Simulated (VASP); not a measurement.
# Mn (P6_3/mmc) in VASP: further runs, part 2 of 2

VASP 6.6.1. The steps go on from the part before.

## Step 4: Single point, LDA, collinear spin, ferromagnetic start (6.53 Å³/atom)

This run uses another cell than the first one, of 6.53 Å³/atom.

The input, INCAR:

```
SYSTEM = Mn
ALGO     = Normal         ! electronic algorithm
EDIFF    = 1E-6           ! SCF threshold, eV
ENCUT    = 680            ! plane-wave cutoff, eV
GGA      = CA             ! functional
GGA_COMPAT= .FALSE.      
ISIF     = 2              ! what is computed and relaxed
ISMEAR   = -1             ! smearing method
ISPIN    = 2              ! spin polarisation
LASPH    = .TRUE.         ! aspherical terms in the spheres
LCHARG   = .FALSE.        ! write CHGCAR
LMAXMIX  = 4              ! l up to which the mixer works
LORBIT   = 11             ! projections on sites
LREAL    = .FALSE.        ! projectors in reciprocal space
LWAVE    = .FALSE.        ! write WAVECAR
MAGMOM   = 3 3            ! initial moments
NBANDS   = 26             ! bands
NELM     = 200            ! most SCF steps
PREC     = Accurate       ! precision mode
SIGMA    = 0.08           ! smearing width, eV
```

The input, KPOINTS:

```
k-points
0
G
  20 20 11
  0 0 0
```

The input, POSCAR:

```
Mn
1.0
    2.1095147860      0.0000000000      0.0000000000
   -1.0547573930      1.8268933943      0.0000000000
    0.0000000000      0.0000000000      3.3886050277
Mn
2
Direct
    0.3333333333      0.6666666667      0.2500000000
    0.6666666667      0.3333333333      0.7500000000
```

Potentials or basis: VASP PAW LDA potentials, release 64 (Mn_sv).

On the command line:

```bash
cat potpaw_LDA.64/Mn_sv/POTCAR > POTCAR
mpirun -np 1 vasp_std > vasp.out
```

OUTCAR:

```text
SYSTEM = Mn
   EDIFF = 1E-6
   ENCUT = 680
   GGA = CA
   ISIF = 2
   ISMEAR = -1
   ISPIN = 2
   LASPH = .TRUE.
   LORBIT = 11
   LREAL = .FALSE.
   NELM = 200
   PREC = Accurate

 ion  position               nearest neighbor table
   1  0.333  0.667  0.250-   2 2.09   2 2.09   2 2.09   2 2.09   2 2.09   2 2.09
   2  0.667  0.333  0.750-   1 2.09   1 2.09   1 2.09   1 2.09   1 2.09   1 2.09

  LATTYP: Found a hexagonal cell.
 ALAT       =     2.1095147860
 C/A-ratio  =     1.6063433403

  Lattice vectors:

 A1 = (   2.1095147860,   0.0000000000,   0.0000000000)
 A2 = (  -1.0547573930,   1.8268933943,   0.0000000000)
 A3 = (   0.0000000000,   0.0000000000,   3.3886050277)

Analysis of symmetry for initial positions (statically):
=====================================================================
 Subroutine PRICEL returns:
 Original cell was already a primitive cell.

 Routine SETGRP: Setting up the symmetry group for a
 hexagonal supercell.

 Subroutine GETGRP returns: Found 24 space group operations
 (whereof 12 operations were pure point group operations)
[... 1586 lines left out ...]
     26      54.1515      0.00000

 [... further k-points ...]

------------------------ aborting loop because EDIFF is reached ----------------------------------------

  FORCE on cell =-STRESS in cart. coord.  units (eV):
  Direction    XX          YY          ZZ          XY          YZ          ZX
  --------------------------------------------------------------------------------------
  -------------------------------------------------------------------------------------
  Total       28.5059144     28.5059144     28.5310190     -0.0000000      0.0000000     -0.0000000
  in kB     3497.2673152   3497.2673150   3500.3472862     -0.0000000      0.0000000     -0.0000000
  external PRESSURE =    3498.2939722 kB  Pullay stress =       0.0000000 kB

 VOLUME and BASIS-vectors are now :
 -----------------------------------------------------------------------------
  energy-cutoff  :      680.00
  volume of cell :       13.06
      direct lattice vectors                 reciprocal lattice vectors
     2.109514786  0.000000000  0.000000000     0.474042660  0.273688657  0.000000000
    -1.054757393  1.826893394  0.000000000     0.000000000  0.547377314  0.000000000
     0.000000000  0.000000000  3.388605028     0.000000000  0.000000000  0.295106686

 POSITION                                       TOTAL-FORCE (eV/Angst)
 -----------------------------------------------------------------------------------
     -0.00000      1.21793      0.84715        -0.000000     -0.000000      0.000000
      1.05476      0.60896      2.54145         0.000000      0.000000      0.000000
 -----------------------------------------------------------------------------------
    total drift:                                0.000000     -0.000000      0.000000

  FREE ENERGIE OF THE ION-ELECTRON SYSTEM (eV)
  ---------------------------------------------------
  free  energy   TOTEN  =       -15.1558408540 eV

  energy  without entropy=      -15.1244683242  energy(sigma->0) =      -15.14015459

 total charge

# of ion       s       p       d       tot
------------------------------------------
    1        2.422   6.214   5.360  13.997
    2        2.422   6.214   5.360  13.997
--------------------------------------------------
tot          4.844  12.428  10.721  27.993

 magnetization (x)

# of ion       s       p       d       tot
------------------------------------------
    1        0.000  -0.000  -0.000   0.000
    2        0.000  -0.000  -0.000   0.000
--------------------------------------------------
tot          0.000  -0.000  -0.000   0.000
```

OSZICAR:

```text
N       E                     dE             d eps       ncg     rms          rms(c)
DAV:   1     0.636388046851E+03    0.63639E+03   -0.19636E+04 30042   0.398E+03
DAV:   2     0.382963217553E+02   -0.59809E+03   -0.57025E+03 27518   0.731E+02
DAV:   3    -0.739874309467E+01   -0.45695E+02   -0.43094E+02 36082   0.249E+02
DAV:   4    -0.129951910931E+02   -0.55964E+01   -0.53757E+01 49898   0.597E+01
DAV:   5    -0.130933907835E+02   -0.98200E-01   -0.98103E-01 34964   0.964E+00    0.490E+01
DAV:   6    -0.147866024792E+02   -0.16932E+01   -0.29128E+00 34092   0.413E+01    0.150E+01
DAV:   7    -0.150372676509E+02   -0.25067E+00   -0.54050E-01 50184   0.828E+00    0.110E+01
DAV:   8    -0.151035266123E+02   -0.66259E-01   -0.28232E-02 50316   0.166E+00    0.402E+00
DAV:   9    -0.151553066613E+02   -0.51780E-01   -0.91420E-02 46448   0.293E+00    0.149E+00
DAV:  10    -0.151563212775E+02   -0.10146E-02   -0.28393E-03 41850   0.981E-01    0.358E-01
DAV:  11    -0.151560185586E+02    0.30272E-03   -0.49413E-04 49404   0.263E-01    0.176E-01
DAV:  12    -0.151558374613E+02    0.18110E-03   -0.31769E-04 48566   0.180E-01    0.327E-02
DAV:  13    -0.151558401589E+02   -0.26976E-05   -0.67685E-06 33298   0.296E-02    0.786E-03
DAV:  14    -0.151558408540E+02   -0.69508E-06   -0.35221E-07 17642   0.932E-03
   1 F= -.15155841E+02 E0= -.15140155E+02  d E =-.313725E-01  mag=    -0.0000
```

stdout:

```text
POSCAR found type information on POSCAR Mn
 POSCAR found :  1 types and       2 ions
 scaLAPACK will be used
 LDA part: xc-table for (Slater(with rela. corr.)+CA(PZ))
 , standard interpolation
 POSCAR, INCAR and KPOINTS ok, starting setup
 FFT: planning ... GRIDC
 FFT: planning ... GRID_SOFT
 FFT: planning ... GRID
 WAVECAR not read
 entering main loop
```

It took 2.1 min on 1 thread of Intel Xeon 6975P-C (Granite Rapids), shared host; peak memory 0.27 GiB.

Results:

| Item | Value |
| --- | --- |
| Free energy | -15.1558 eV |
| Pressure | 349.8 GPa |
| Band gap on the k mesh | zero (filled and empty bands overlap) |
| Net moment | 0.00 μB per cell |
| Valence electrons inside the program's atomic spheres | Mn 14.00 |

Levels at points of the mesh, in eV from the Fermi level:
Spin up:
| k point | band 13 | band 14 | band 15 | band 16 | band 17 | band 18 |
| --- | --- | --- | --- | --- | --- | --- |
| (0.00, 0.00, 0.00) | -2.12 | -1.21 | -1.21 | -0.24 | -0.24 | 2.98 |
| (0.50, 0.00, 0.00) | -1.61 | -1.10 | -0.68 | 3.48 | 3.89 | 3.96 |
Spin down:
```csv
k point,band 11,band 12,band 13,band 14,band 15,band 16,band 17,band 18,band 19,band 20
"(0.00, 0.00, 0.00)",-2.25,-2.25,-2.12,-1.21,-1.21,-0.24,-0.24,2.98,3.00,3.00
"(0.50, 0.00, 0.00)",-6.22,-2.74,-1.61,-1.10,-0.68,3.48,3.89,3.96,7.10,10.81
```

Caveat: atoms lie so close that the PAW spheres overlap strongly, which falsifies energies and pressures; the cell stands under pressure; the moments typed at the start vanished in this run.
